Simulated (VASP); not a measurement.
Input of a VASP 6.6.1 run:

The input INCAR:

```
  PREC = Accurate
  ENCUT = 520
  EDIFF = 1E-6
  ISMEAR = -1
  SIGMA = 0.1
  LREAL = F
  LASPH = T
  NELM = 100
  ALGO = Normal
  ISIF = 2
  LWAVE = F
  LCHARG = F
  GGA = RP
  NBANDS = 9
```

The input KPOINTS:

```
regular mesh
0
Gamma
  12 12 12
```

File POSCAR:

```
Se
1.0
    2.8167607207      0.0000000000      0.0000000000
    0.0000000000      2.8167607207      0.0000000000
    0.0000000000      0.0000000000      2.8167607207
Se
1
Direct
    0.0000000000      0.0000000000      0.0000000000
```

Potentials or basis: VASP PAW PBE potentials, release 64 (Se).

The run is started by

```sh
$ cat potpaw_PBE.64/Se/POTCAR > POTCAR
$ mpirun -np 1 vasp_std > vasp.out
```

**Question.** Estimate the band gap on the k mesh.

**Answer.** Zero (band 3 reaches 7.78 eV, above the bottom of band 4 at 1.55 eV).

**Question.** Predict the pressure.

**Answer.** 3.0 GPa.

Caveat: the PAW data sets were made with another functional, which shifts forces and pressure a little.
